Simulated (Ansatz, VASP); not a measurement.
NiMoIrPdW: VASP beside Ansatz

Contents of INCAR:

```
PREC = Accurate ; ENCUT = 520
EDIFF = 1E-6 ; ISMEAR = -1
SIGMA = 0.05 ; LREAL = F
LASPH = T ; NELM = 150
ALGO = Fast ; ISIF = 2
LWAVE = F ; LCHARG = F
ISPIN = 2 ; MAGMOM = 1 1 0 0.6 0
LORBIT = 11 ; LMAXMIX = 4
GGA = PE ; NBANDS = 40
```

Contents of KPOINTS:

```
Automatic mesh
0
Gamma
  6 6 4
```

File POSCAR:

```
NiMoIrPdW
1.0
    4.0894179594      0.0000000000      0.0000000000
   -2.0447139461      3.5415399501      0.0000000000
    0.0000000000      0.0000000000      5.4092499054
Ni Mo Pd Ir W
1 1 1 1 1
Direct
    0.0000000000      0.0000000000      0.9577500000
    0.6666700000      0.3333300000      0.9616100000
    0.6666700000      0.3333300000      0.4629500000
    0.3333300000      0.6666700000      0.7257200000
    0.3333300000      0.6666700000      0.2364200000
```

Contents of input.yaml:

```yaml
crystal:
  lattice:
    - [4.0894179594, 0.0, 0.0]
    - [-2.0447139461, 3.5415399501, 0.0]
    - [0.0, 0.0, 5.4092499054]
  atoms:
    - { symbol: Ni, position: [0.0, 0.0, 0.95775], spin: 1.0 }
    - { symbol: Mo, position: [0.66667, 0.33333, 0.96161], spin: 1.0 }
    - { symbol: Pd, position: [0.66667, 0.33333, 0.46295] }
    - { symbol: Ir, position: [0.33333, 0.66667, 0.72572], spin: 0.6 }
    - { symbol: W, position: [0.33333, 0.66667, 0.23642] }
kpoints:
  mp_grid: { grid: [6, 6, 4] }
scf:
  occupations: { method: fermi_dirac, width: 0.05 }
hamiltonian:
  xc: pbe
  pseudopotentials: { kind: all_electron, lapw: { basis_error: 0.003 } }
magnetization:
  spin_polarized: true
output:
  forces: true
  stress: true
  eigenvalues: true
```

Change from the starting cell: volume scaled by 0.98.

Alike in both runs: task single point; functional PBE; k mesh 6 × 6 × 4; occupations fermi-dirac, width 0.05 eV; collinear spin.

```csv
,VASP,Ansatz
version,VASP 6.6.1,Ansatz 0.2.0
potentials or method,"VASP PAW PBE potentials, release 64 (Ni, Mo_sv, Pd, Ir, W_sv), cutoff 520 eV","all-electron LAPW, scalar-relativistic"
```

VASP gave:

```
gap on the k mesh at the Fermi level (eV)                     : none
pressure (GPa)                                                : 5.0
traceless stress, the component that is largest in VASP (GPa) : 0.44
rms of the force components (eV/Å)                            : 0.065
net moment per atom (μB)                                      : 0.00
```

**Question.** What did Ansatz give for the same quantities?

**Answer.** gap on the k mesh at the Fermi level (eV): none; pressure (GPa): 4.8; traceless stress, the component that is largest in VASP (GPa): 0.41; rms of the force components (eV/Å): 0.067; net moment per atom (μB): 0.00.

Atom by atom the forces differ by 0.005 eV/Å (rms over components). A gap of «none» marks a metal or a gap that the smearing closes. Ansatz ran all-electron here, and VASP with PAW potentials.

Spin-orbit coupling is off throughout. Noted on Ansatz's run: the k mesh is thin for a metal, which can move the energy by tens of meV per atom.
